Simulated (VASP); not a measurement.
# ZnS (F-43m) in VASP: further runs

The runs below take ZnS through single point, with LDA.

Everything below comes from runs of VASP 6.6.1. Logs are shortened: lines on timing, memory, paths and dates and some standing lists are left out, and cuts for length are marked.

**1. The cell of the first run**

The structure is cubic, space group F-43m (No. 216). The conventional cell has a = 5.404 Å, b = 5.404 Å, c = 5.404 Å, α = 90.00°, β = 90.00°, γ = 90.00°. Zn (site symmetry -43m) has 4 S at 2.34 Å within 3.1 Å. Within 3.1 Å of S (site symmetry -43m) lie 4 Zn at 2.34 Å.

**2. Single point, LDA**

Input file INCAR:

```
SYSTEM = ZnS
PREC = Accurate
ENCUT = 500
EDIFF = 1E-6
ISMEAR = 0
SIGMA = 0.01
LREAL = .FALSE.
LASPH = .TRUE.
NELM = 120
ALGO = Normal
ISIF = 2
LWAVE = .FALSE.
LCHARG = .FALSE.
GGA = CA
NBANDS = 16
GGA_COMPAT = .FALSE.
```

Input file KPOINTS:

```
Automatic mesh
0
G
  4 4 4
  0 0 0
```

Input file POSCAR:

```
ZnS
1.0
    0.0000000000      2.7020000000      2.7020000000
    2.7020000000      0.0000000000      2.7020000000
    2.7020000000      2.7020000000      0.0000000000
Zn S
1 1
Direct
    0.2500000000      0.2500000000      0.2500000000
    0.0000000000      0.0000000000      0.0000000000
```

Potentials or basis: VASP PAW LDA potentials, release 64 (Zn, S).

The run is started by

```
> cat potpaw_LDA.64/Zn/POTCAR potpaw_LDA.64/S/POTCAR > POTCAR
> mpirun -np 1 vasp_std > vasp.out
```

OUTCAR:

```text
SYSTEM = ZnS
   PREC = Accurate
   ENCUT = 500
   EDIFF = 1E-6
   ISMEAR = 0
   LREAL = .FALSE.
   LASPH = .TRUE.
   NELM = 120
   ISIF = 2
   GGA = CA

 ion  position               nearest neighbor table
   1  0.250  0.250  0.250-   2 2.34   2 2.34   2 2.34   2 2.34
   2  0.000  0.000  0.000-   1 2.34   1 2.34   1 2.34   1 2.34

  LATTYP: Found a face centered cubic cell.
 ALAT       =     5.4040000000

  Lattice vectors:

 A1 = (   0.0000000000,   2.7020000000,   2.7020000000)
 A2 = (   2.7020000000,   0.0000000000,   2.7020000000)
 A3 = (   2.7020000000,   2.7020000000,   0.0000000000)

Analysis of symmetry for initial positions (statically):
=====================================================================
 Subroutine PRICEL returns:
 Original cell was already a primitive cell.

 Routine SETGRP: Setting up the symmetry group for a
 face centered cubic supercell.

 Subroutine GETGRP returns: Found 24 space group operations
 (whereof 24 operations were pure point group operations)
 out of a pool of 48 trial point group operations.

The static configuration has the point symmetry T_d .

Analysis of symmetry for dynamics (positions and initial velocities):
=====================================================================
 Subroutine PRICEL returns:
 Original cell was already a primitive cell.

 Routine SETGRP: Setting up the symmetry group for a
 face centered cubic supercell.

 Subroutine GETGRP returns: Found 24 space group operations
 (whereof 24 operations were pure point group operations)
 out of a pool of 48 trial point group operations.

The dynamic configuration has the point symmetry T_d .

 Subroutine INISYM returns: Found 24 space group operations
 (whereof 24 operations are pure point group operations),
 and found     1 'primitive' translations

----------------------------------------------------------------------------------------

                                     Primitive cell

  volume of cell :      39.4535

  direct lattice vectors                    reciprocal lattice vectors
     0.000000000  2.702000000  2.702000000    -0.185048113  0.185048113  0.185048113
     2.702000000  0.000000000  2.702000000     0.185048113 -0.185048113  0.185048113
     2.702000000  2.702000000  0.000000000     0.185048113  0.185048113 -0.185048113

  length of vectors
     3.821205046  3.821205046  3.821205046     0.320512733  0.320512733  0.320512733

[... 62 lines left out ...]
   NELM   =    120;   NELMIN=  2; NELMDL= -5     # of ELM steps
   EDIFF  = 0.1E-05   stopping-criterion for ELM
   LREAL  =      F    real-space projection
   EDIFFG = 0.1E-04   stopping-criterion for IOM
   NSW    =      0    number of steps for IOM
   IBRION =     -1    ionic relax: 0-MD 1-quasi-New 2-CG
   NFREE  =      0    steps in history (QN), initial steepest desc. (CG)
   ISIF   =      2    stress and relaxation
   ISYM   =      2    0-nonsym 1-usesym 2-fastsym
   POTIM  = 0.5000    time-step for ionic-motion
   TEBEG  =    0.0;   TEEND  =   0.0 temperature during run
   PSTRESS=    0.0 pullay stress
   NELECT =      18.0000    total number of electrons
   NUPDOWN=      -1.0000    fix difference up-down
   EMIN   =  10.00;   EMAX   =-10.00  energy-range for DOS
   EFERMI =   0.00;   METHOD = LEGACY
   ISMEAR =     0;   SIGMA  =   0.01  broadening in eV -4-tet -1-fermi 0-gaus
   EFERMI_NEDOS =   21; number of points for ismear=-14 and -15
   IALGO  =     38    algorithm
   IMIX   =      4    mixing-type and parameters
     AMIX     =   0.40;   BMIX     =  1.00
     AMIX_MAG =   1.60;   BMIX_MAG =  1.00
  volume/ion in A,a.u.               =      19.73       133.12
  Fermi-wavevector in a.u.,A,eV,Ry     =   1.260290  2.381602 21.610537  1.588330
  Thomas-Fermi vector in A             =   2.393807
   LORBIT       =      0    0 simple, 1 ext, 2 COOP (PROOUT), +10 PAW based schemes
   GGA     = CA    functional components
   LHFCALC =     F    Hartree Fock is set to
   AEXX    =    0.0000 exact exchange contribution
   IVDW    =     0    specifies the selected vdW correction
   LEPSILON=     F    determine dielectric tensor
   LRPA    =     F    only Hartree local field effects (RPA)
 non-spin polarized calculation
 Gauss-broadening in eV      SIGMA  =   0.01
  energy-cutoff  :      500.00
  volume of cell :       39.45
 maximum number of plane-waves:      1008
   NGX = 13   NGY = 13   NGZ = 13

 number of electron      18.0000000 magnetization

 Free energy of the ion-electron system (eV)
  ---------------------------------------------------
  ext. energy  EPLUGINS =         0.00000000
  ---------------------------------------------------
  free energy    TOTEN  =        -8.12401296 eV

  energy without entropy =       -8.12401296  energy(sigma->0) =       -8.12401296

 E-fermi :   2.0170     XC(G=0): -10.0326

 val. band max:        1.9533801911   @ k =   0.0000   0.0000   0.0000
 cond. band min:       3.8266959050   @ k =   0.0000   0.0000   0.0000
 fundamental gap:      1.8733157139
 Fermi energy:         2.0169611207

 k-point     1 :       0.0000    0.0000    0.0000
  band No.  band energies     occupation
      1     -11.1553      2.00000
      2      -4.5688      2.00000
      3      -4.5688      2.00000
      4      -4.5688      2.00000
      5      -4.0910      2.00000
      6      -4.0910      2.00000
[... 129 lines left out ...]
      3      -4.3002      2.00000
      4      -4.1407      2.00000
      5      -4.1283      2.00000
      6      -3.6777      2.00000
[... 8 lines left out ...]
     15      15.8471      0.00000
     16      16.6063      0.00000

------------------------ aborting loop because EDIFF is reached ----------------------------------------

  FORCE on cell =-STRESS in cart. coord.  units (eV):
  Direction    XX          YY          ZZ          XY          YZ          ZX
  --------------------------------------------------------------------------------------
  -------------------------------------------------------------------------------------
  Total       -0.9920079     -0.9920079     -0.9920079      0.0000000      0.0000000     -0.0000000
  in kB      -40.2846563    -40.2846563    -40.2846563      0.0000000      0.0000000     -0.0000000
  external PRESSURE =     -40.2846563 kB  Pullay stress =       0.0000000 kB

 VOLUME and BASIS-vectors are now :
 -----------------------------------------------------------------------------
  energy-cutoff  :      500.00
  volume of cell :       39.45
      direct lattice vectors                 reciprocal lattice vectors
     0.000000000  2.702000000  2.702000000    -0.185048113  0.185048113  0.185048113
     2.702000000  0.000000000  2.702000000     0.185048113 -0.185048113  0.185048113
     2.702000000  2.702000000  0.000000000     0.185048113  0.185048113 -0.185048113

 POSITION                                       TOTAL-FORCE (eV/Angst)
 -----------------------------------------------------------------------------------
      1.35100      1.35100      1.35100         0.000000      0.000000      0.000000
      0.00000      0.00000      0.00000        -0.000000     -0.000000     -0.000000
 -----------------------------------------------------------------------------------
    total drift:                               -0.000000     -0.000000     -0.000000

  FREE ENERGIE OF THE ION-ELECTRON SYSTEM (eV)
  ---------------------------------------------------
  free  energy   TOTEN  =        -8.1240129616 eV

  energy  without entropy=       -8.1240129616  energy(sigma->0) =       -8.12401296
```

OSZICAR:

```text
N       E                     dE             d eps       ncg     rms          rms(c)
DAV:   1     0.768782659812E+02    0.76878E+02   -0.79378E+03   256   0.125E+03
DAV:   2    -0.337888771708E+01   -0.80257E+02   -0.73785E+02   296   0.251E+02
DAV:   3    -0.852001641799E+01   -0.51411E+01   -0.51178E+01   328   0.609E+01
DAV:   4    -0.856770250595E+01   -0.47686E-01   -0.47674E-01   320   0.611E+00
DAV:   5    -0.856815425931E+01   -0.45175E-03   -0.45174E-03   320   0.569E-01    0.676E+00
DAV:   6    -0.815986579045E+01    0.40829E+00   -0.74155E-01   360   0.303E+01    0.525E+00
DAV:   7    -0.813070880449E+01    0.29157E-01   -0.22426E-01   312   0.457E+00    0.258E+00
DAV:   8    -0.812453407304E+01    0.61747E-02   -0.46350E-03   368   0.963E-01    0.587E-01
DAV:   9    -0.812399790401E+01    0.53617E-03   -0.98673E-04   304   0.249E-01    0.929E-02
DAV:  10    -0.812401577649E+01   -0.17872E-04   -0.79120E-05   296   0.679E-02    0.193E-02
DAV:  11    -0.812401284596E+01    0.29305E-05   -0.63902E-06   376   0.354E-02    0.433E-03
DAV:  12    -0.812401296162E+01   -0.11566E-06   -0.99110E-07   232   0.834E-03
   1 F= -.81240130E+01 E0= -.81240130E+01  d E =-.734115E-21
```

stdout:

```text
POSCAR found type information on POSCAR ZnS
 POSCAR found :  2 types and       2 ions
 scaLAPACK will be used
 LDA part: xc-table for (Slater(with rela. corr.)+CA(PZ))
 , standard interpolation
 POSCAR, INCAR and KPOINTS ok, starting setup
 FFT: planning ... GRIDC
 FFT: planning ... GRID_SOFT
 FFT: planning ... GRID
 WAVECAR not read
 entering main loop
```

It took 7.3 s on 1 thread of AMD EPYC 7R13 (Zen 3), shared host; peak memory 0.1 GiB.

Results:

```yaml
Free_energy: -8.1240 eV
Pressure: -4.0 GPa
Band_gap_on_the_k_mesh: 1.87 eV, direct
```

Caveat: the k points lie up to 0.50 Å⁻¹ apart. LDA gaps usually lie below the measured ones, often by a third to a half.

**3. Single point, LDA**

Input file INCAR:

```
SYSTEM = ZnS
ALGO = Normal ; EDIFF = 1E-6
ENCUT = 500 ; GGA_COMPAT = .FALSE.
ISIF = 2 ; ISMEAR = 0
LASPH = .TRUE. ; LCHARG = .FALSE.
LREAL = .FALSE. ; LWAVE = .FALSE.
NBANDS = 16 ; NELM = 120
PREC = Accurate ; SIGMA = 0.01
```

Input file KPOINTS:

```
k-points
0
G
  4 4 4
  0 0 0
```

POSCAR is that of step 2.

Potentials or basis: VASP PAW LDA potentials, release 64 (Zn, S).

The run is started by

```
> cat potpaw_LDA.64/Zn/POTCAR potpaw_LDA.64/S/POTCAR > POTCAR
> mpirun -np 1 vasp_std > vasp.out
```

It took 6 s on 1 thread of AMD EPYC 7R13 (Zen 3), shared host; peak memory 0.1 GiB.

It converged, with:

| Item | Value |
| --- | --- |
| Free energy | -8.1240 eV |
| Pressure | -4.0 GPa |
| Band gap on the k mesh | 1.87 eV, direct |

Levels at points of the mesh, in eV from the valence-band top:
```csv
k point,band 7,band 8,band 9,band 10,band 11,band 12
"(0.00, 0.00, 0.00)",0.00,0.00,0.00,1.87,6.23,6.23
"(0.50, 0.00, 0.00)",-5.39,-0.88,-0.88,3.09,6.77,6.77
"(0.50, 0.50, 0.00)",-4.68,-2.25,-2.25,3.17,3.88,10.71
```

Caveat: the k points lie up to 0.50 Å⁻¹ apart.
